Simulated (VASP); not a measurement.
# PbO2 (Plattnerite) (P1) in VASP: single point with PBE+D3(BJ)

Aim: the single point of PbO2 (Plattnerite) with PBE+D3(BJ).

Everything below comes from runs of VASP 6.6.1. Logs are shortened: lines on timing, memory, paths and dates and some standing lists are left out, and cuts for length are marked.

### Step 1. The cell of the first run

The typed cell holds 6 atoms: a = 4.958 Å, b = 4.958 Å, c = 3.388 Å, α = 90.00°, β = 90.00°, γ = 90.00°.

### Step 2. Single point, PBE+D3(BJ)

Contents of INCAR:

```
SYSTEM = PbO2
PREC = Accurate
ENCUT = 520
EDIFF = 1E-6
ISMEAR = 0
SIGMA = 0.01
LREAL = .False.
LASPH = .True.
NELM = 120
ALGO = Normal
ISIF = 2
LWAVE = .False.
LCHARG = .True.
GGA = PE
IVDW = 12
LELF = .True.
LVHAR = .True.
NBANDS = 35
GGA_COMPAT = .False.
```

Contents of KPOINTS:

```
Automatic mesh
0
Gamma
  1 1 2
  0 0 0.5
```

Contents of POSCAR:

```
PbO2
1.0
    4.9577000000      0.0000000000      0.0000000000
    0.0000000000      4.9577000000      0.0000000000
    0.0000000000      0.0000000000      3.3879000000
Pb O
2 4
Direct
    0.0031401658     -0.0071371805      0.0062298179
    0.4943096597      0.5027982734      0.4897845273
    0.3143939730      0.3215658471      0.0079769179
    0.1960639006      0.8195098534      0.4983694914
    0.6877737661      0.7052766404      0.0097015851
    0.8347947637      0.2098418622      0.5355695268
```

Potentials or basis: VASP PAW PBE potentials, release 64 (Pb_d, O).

Launch:

```bash
$ cat potpaw_PBE.64/Pb_d/POTCAR potpaw_PBE.64/O/POTCAR > POTCAR
$ mpirun -np 1 vasp_std > vasp.out
```

OUTCAR:

```text
SYSTEM = PbO2
   PREC = Accurate
   ENCUT = 520
   EDIFF = 1E-6
   ISMEAR = 0
   LREAL = .False.
   LASPH = .True.
   NELM = 120
   ISIF = 2
   GGA = PE
   IVDW = 12
 IVDW          = 12

 ion  position               nearest neighbor table
   1  0.003  0.993  0.006-   6 2.10   4 2.11   5 2.12   4 2.15   3 2.24   6 2.25   2 3.81   2 3.86
                             2 3.87   2 3.87   2 3.92   2 3.92   2 3.93   2 3.98
   2  0.494  0.503  0.490-   3 2.07   5 2.14   4 2.16   3 2.16   6 2.23   5 2.24   1 3.81   1 3.86
                             1 3.87   1 3.87   1 3.92   1 3.92   1 3.93   1 3.98
   3  0.314  0.322  0.008-   2 2.07   2 2.16   1 2.24
   4  0.196  0.820  0.498-   1 2.11   1 2.15   2 2.16
   5  0.688  0.705  0.010-   1 2.12   2 2.14   2 2.24
   6  0.835  0.210  0.536-   1 2.10   2 2.23   1 2.25

  LATTYP: Found a simple tetragonal cell.
 ALAT       =     4.9577000000
 C/A-ratio  =     0.6833612361

  Lattice vectors:

 A1 = (   4.9577000000,   0.0000000000,   0.0000000000)
 A2 = (   0.0000000000,   4.9577000000,   0.0000000000)
 A3 = (   0.0000000000,   0.0000000000,   3.3879000000)

Analysis of symmetry for initial positions (statically):
=====================================================================
 Subroutine PRICEL returns:
 Original cell was already a primitive cell.

 Routine SETGRP: Setting up the symmetry group for a
 simple tetragonal supercell.

 Subroutine GETGRP returns: Found  1 space group operations
 (whereof  1 operations were pure point group operations)
 out of a pool of 16 trial point group operations.

The static configuration has the point symmetry C_1 .

Analysis of symmetry for dynamics (positions and initial velocities):
=====================================================================
 Subroutine PRICEL returns:
 Original cell was already a primitive cell.

 Routine SETGRP: Setting up the symmetry group for a
 simple tetragonal supercell.

 Subroutine GETGRP returns: Found  1 space group operations
 (whereof  1 operations were pure point group operations)
 out of a pool of 16 trial point group operations.

The dynamic configuration has the point symmetry C_1 .

 Subroutine INISYM returns: Found  1 space group operations
 (whereof  1 operations are pure point group operations),
 and found     1 'primitive' translations

----------------------------------------------------------------------------------------

                                     Primitive cell

  volume of cell :      83.2705

  direct lattice vectors                    reciprocal lattice vectors
     4.957700000  0.000000000  0.000000000     0.201706436  0.000000000  0.000000000
     0.000000000  4.957700000  0.000000000     0.000000000  0.201706436  0.000000000
     0.000000000  0.000000000  3.387900000     0.000000000  0.000000000  0.295168098

  length of vectors
     4.957700000  4.957700000  3.387900000     0.201706436  0.201706436  0.295168098

  position of ions in fractional coordinates (direct lattice)
     0.003140166  0.992862819  0.006229818
     0.494309660  0.502798273  0.489784527
     0.314393973  0.321565847  0.007976918
     0.196063901  0.819509853  0.498369491
     0.687773766  0.705276640  0.009701585
     0.834794764  0.209841862  0.535569527

  ion indices of the primitive-cell ions
   primitive index   ion index
                 1           1
                 2           2
                 3           3
                 4           4
                 5           5
                 6           6

----------------------------------------------------------------------------------------

 KPOINTS: Automatic mesh

Automatic generation of k-mesh.
 Grid dimensions read from file:
 generate k-points for:    1    1    2

 Generating k-lattice:

  Cartesian coordinates                     Fractional coordinates (reciprocal lattice)
     0.201706436  0.000000000  0.000000000     1.000000000  0.000000000  0.000000000
     0.000000000  0.201706436  0.000000000     0.000000000  1.000000000  0.000000000
     0.000000000  0.000000000  0.147584049     0.000000000  0.000000000  0.500000000

  Length of vectors
     0.201706436  0.201706436  0.147584049

  Shift w.r.t. Gamma in fractional coordinates (k-lattice)
     0.000000000  0.000000000  0.500000000

 Subroutine IBZKPT returns following result:
 ===========================================

 Found      1 irreducible k-points:

 Following reciprocal coordinates:
            Coordinates               Weight
  0.000000  0.000000  0.250000      2.000000
   k-points           NKPTS =      1   k-points in BZ     NKDIM =      1   number of bands    NBANDS=     35
   number of dos      NEDOS =    301   number of ions     NIONS =      6
   total plane-waves  NPLWV =  44800
   dimension x,y,z NGX =    40 NGY =   40 NGZ =   28
   dimension x,y,z NGXF=    80 NGYF=   80 NGZF=   56
   ions per type =               2   4
   NGX,Y,Z   is equivalent  to a cutoff of  13.41, 13.41, 13.74 a.u.
   NGXF,Y,Z  is equivalent  to a cutoff of  26.83, 26.83, 27.48 a.u.
 SYSTEM =  PbO2
   PREC   = accura    normal or accurate (medium, high low for compatibility)
   ISTART =      0    job   : 0-new  1-cont  2-samecut
   ICHARG =      2    charge: 1-file 2-atom 10-const
   ISPIN  =      1    spin polarized calculation?
   LNONCOLLINEAR =      F non collinear calculations
   LSORBIT =      F    spin-orbit coupling
   LASPH  =      T    aspherical Exc in radial PAW
   ENCUT  =  520.0 eV  38.22 Ry    6.18 a.u.   9.22  9.22  6.30*2*pi/ulx,y,z
   NELM   =    120;   NELMIN=  2; NELMDL= -5     # of ELM steps
   EDIFF  = 0.1E-05   stopping-criterion for ELM
   LREAL  =      F    real-space projection
   EDIFFG = 0.1E-04   stopping-criterion for IOM
   NSW    =      0    number of steps for IOM
   IBRION =     -1    ionic relax: 0-MD 1-quasi-New 2-CG
   NFREE  =      0    steps in history (QN), initial steepest desc. (CG)
   ISIF   =      2    stress and relaxation
   ISYM   =      2    0-nonsym 1-usesym 2-fastsym
   POTIM  = 0.5000    time-step for ionic-motion
   TEBEG  =    0.0;   TEEND  =   0.0 temperature during run
   PSTRESS=    0.0 pullay stress
   NELECT =      52.0000    total number of electrons
   NUPDOWN=      -1.0000    fix difference up-down
   EMIN   =  10.00;   EMAX   =-10.00  energy-range for DOS
   EFERMI =   0.00;   METHOD = LEGACY
   ISMEAR =     0;   SIGMA  =   0.01  broadening in eV -4-tet -1-fermi 0-gaus
   EFERMI_NEDOS =   21; number of points for ismear=-14 and -15
   IALGO  =     38    algorithm
   IMIX   =      4    mixing-type and parameters
     AMIX     =   0.40;   BMIX     =  1.00
     AMIX_MAG =   1.60;   BMIX_MAG =  1.00
  volume/ion in A,a.u.               =      13.88        93.66
  Fermi-wavevector in a.u.,A,eV,Ry     =   1.399305  2.644302 26.640933  1.958053
  Thomas-Fermi vector in A             =   2.522377
   LORBIT       =      0    0 simple, 1 ext, 2 COOP (PROOUT), +10 PAW based schemes
   GGA     = PE    functional components
   LHFCALC =     F    Hartree Fock is set to
   AEXX    =    0.0000 exact exchange contribution
   IVDW    =    12    specifies the selected vdW correction
   LEPSILON=     F    determine dielectric tensor
   LRPA    =     F    only Hartree local field effects (RPA)
 non-spin polarized calculation
 Gauss-broadening in eV      SIGMA  =   0.01
  energy-cutoff  :      520.00
  volume of cell :       83.27
 maximum number of plane-waves:      2237
 NGX is ok and might be reduce to    40
   NGX = 19   NGY = 19   NGZ = 13

 number of electron      52.0000003 magnetization

 Free energy of the ion-electron system (eV)
  ---------------------------------------------------
  ext. energy  EPLUGINS =         0.00000000
  ---------------------------------------------------
  free energy    TOTEN  =       -31.94486347 eV

  energy without entropy =      -31.94486347  energy(sigma->0) =      -31.94486347

 E-fermi :   4.1927     XC(G=0): -10.7213

 val. band max:        4.1257769113   @ k =   0.0000   0.0000   0.2500
 cond. band min:       6.2799794884   @ k =   0.0000   0.0000   0.2500
 fundamental gap:      2.1542025771
 Fermi energy:         4.1927499158

 k-point     1 :       0.0000    0.0000    0.2500
  band No.  band energies     occupation
      1     -13.7346      2.00000
      2     -13.6372      2.00000
      3     -13.1069      2.00000
      4     -12.9376      2.00000
      5     -10.9034      2.00000
      6     -10.7316      2.00000
[... 27 lines left out ...]
     34      15.5014      0.00000
     35      16.3322      0.00000

------------------------ aborting loop because EDIFF is reached ----------------------------------------

 Edisp (eV)   -1.30029

 E8    (eV) :    -0.5529

  FORCE on cell =-STRESS in cart. coord.  units (eV):
  Direction    XX          YY          ZZ          XY          YZ          ZX
  --------------------------------------------------------------------------------------
  -------------------------------------------------------------------------------------
  Total       5.73011     5.51750    -0.61547     0.34202    -0.13240     0.39741
  in kB     110.25102   106.16024   -11.84203     6.58070    -2.54744     7.64646
  external pressure =       68.19 kB  Pullay stress =        0.00 kB

 VOLUME and BASIS-vectors are now :
 -----------------------------------------------------------------------------
  energy-cutoff  :      520.00
  volume of cell :       83.27
      direct lattice vectors                 reciprocal lattice vectors
     4.957700000  0.000000000  0.000000000     0.201706436  0.000000000  0.000000000
     0.000000000  4.957700000  0.000000000     0.000000000  0.201706436  0.000000000
     0.000000000  0.000000000  3.387900000     0.000000000  0.000000000  0.295168098

 POSITION                                       TOTAL-FORCE (eV/Angst)
 -----------------------------------------------------------------------------------
      0.01557      4.92232      0.02111        -0.073405      0.935471      0.452989
      2.45064      2.49272      1.65934         1.047876     -0.119152      1.159248
      1.55867      1.59423      0.02703        -0.477459     -0.606259     -0.579804
      0.97203      4.06288      1.68843         0.251201     -0.117556      0.245496
      3.40978      3.49655      0.03287        -0.446014     -0.382276     -0.366908
      4.13866      1.04033      1.81446        -0.302199      0.289773     -0.911021
 -----------------------------------------------------------------------------------
    total drift:                               -0.000484      0.000294     -0.000412

  FREE ENERGIE OF THE ION-ELECTRON SYSTEM (eV)
  ---------------------------------------------------
  free  energy   TOTEN  =       -33.2451494348 eV

  energy  without entropy=      -33.2451494348  energy(sigma->0) =      -33.24514943
```

Wall time 7.1 s (1 thread of Intel Xeon 6975P-C (Granite Rapids), shared host); peak memory 0.2 GiB.

What came out:

- Free energy: -33.2451 eV
- Pressure: 6.8 GPa
- Largest force: 1.567 eV/Å
- Band gap on the k mesh: 2.15 eV
- Dispersion energy per atom: -0.217 eV

Forces in eV/Å, atoms in the order of the input:
```
Pb  -0.073  0.935  0.453
Pb   1.048 -0.119  1.159
O   -0.477 -0.606 -0.580
O    0.251 -0.118  0.245
O   -0.446 -0.382 -0.367
O   -0.302  0.290 -0.911
```

Levels at points of the mesh, in eV from the valence-band top:
```csv
k point,band 23,band 24,band 25,band 26,band 27,band 28,band 29,band 30
"(0.00, 0.00, 0.25)",-1.50,-0.38,-0.30,0.00,2.15,4.83,8.01,8.09
```

Caveat: the k points lie up to 1.27 Å⁻¹ apart; spin-orbit coupling is left out, which moves the levels of the heavy elements; forces of over 1 eV/Å act on the atoms, so gaps and moduli don't describe the material at rest. A k mesh can miss the band edges.
